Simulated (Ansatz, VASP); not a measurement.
TiC in VASP and in Ansatz

Contents of INCAR:

```
SYSTEM = TiC
PREC = Accurate
ENCUT = 520
EDIFF = 1E-8
ISMEAR = -1
SIGMA = 0.03
LREAL = .False.
LASPH = .True.
NELM = 80
ALGO = Normal
ISIF = 2
LWAVE = .False.
LCHARG = .False.
GGA = PS
LEFG = .True.
NBANDS = 15
```

File KPOINTS:

```
Automatic mesh
0
Gamma
  14 14 14
  0 0 0
```

POSCAR

```
TiC
1.0
    0.0000000000      2.1494760724      2.1494760724
    2.1494760724      0.0000000000      2.1494760724
    2.1494760724      2.1494760724      0.0000000000
Ti C
1 1
Direct
    0.0000000000      0.0000000000      0.0000000000
    0.5000000000      0.5000000000      0.5000000000
```

Input for Ansatz:

```yaml
crystal:
  lattice:
    - [0.0, 2.1494760724, 2.1494760724]
    - [2.1494760724, 0.0, 2.1494760724]
    - [2.1494760724, 2.1494760724, 0.0]
  atoms:
    - { symbol: Ti, position: [0.0, 0.0, 0.0] }
    - { symbol: C, position: [0.5, 0.5, 0.5] }
kpoints:
  mp_grid: { grid: [14, 14, 14] }
scf:
  occupations: { method: fermi_dirac, width: 0.03 }
hamiltonian:
  xc: pbesol
  pseudopotentials: { kind: paw }
output:
  forces: true
  stress: true
  eigenvalues: true
  efg: { contact_densities: true }
```

Change from the starting cell: volume scaled by 0.98, PAW files.

Alike in both runs: task electric field gradients; functional PBEsol; k mesh 14 × 14 × 14; occupations fermi-dirac, width 0.03 eV; no spin polarisation.

|  | VASP | Ansatz |
| --- | --- | --- |
| version | VASP 6.6.1 | Ansatz 0.2.0 |
| potentials or method | VASP PAW PBE potentials, release 64 (Ti_sv, C) | PAW with Ansatz's default frozen-core files, scalar-relativistic |
| plane-wave cutoff (eV) | 520 | 420 |
| valence electrons in the cell | 16 | 16 |

Ansatz gave:

```
pressure (GPa) : -1.1
```

Problem. Which values does VASP return?

Solution. Pressure (GPa): -0.8.

VASP's potentials were made for PBE, not for PBEsol.
